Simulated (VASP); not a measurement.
Here is a VASP 6.6.1 calculation.

File INCAR:

```
PREC = Accurate
ENCUT = 520
EDIFF = 1E-6
ISMEAR = -1
SIGMA = 0.01
LREAL = False
LASPH = True
NELM = 100
ALGO = Normal
ISIF = 2
LWAVE = False
LCHARG = False
GGA = PS
NBANDS = 16
```

KPOINTS

```
regular mesh
0
Gamma
  9 9 9
```

POSCAR

```
AgCl
1.0
    3.4339730000     -0.0515095950     -0.0515095950
   -0.0515095950      3.4339730000     -0.0515095950
   -0.0515095950     -0.0515095950      3.4339730000
Ag Cl
1 1
Direct
    0.0000000000      0.0000000000      0.0000000000
    0.5000000000      0.5000000000      0.5000000000
```

Potentials or basis: VASP PAW PBE potentials, release 64 (Ag, Cl).

The run is started by

```console
$ cat potpaw_PBE.64/Ag/POTCAR potpaw_PBE.64/Cl/POTCAR > POTCAR
$ mpirun -np 1 vasp_std > vasp.out
```

(1) Estimate the band gap on the k mesh.

(2) What does it give for the pressure?

## Answers

(1) 0.36 eV, indirect (least direct gap 1.89 eV).

(2) -4.6 GPa.

Caveat: the cell differs from its parent crystal (equal xy, yz and zx shear strains of -3 %); the PAW data sets were made with another functional, which shifts forces and pressure a little.
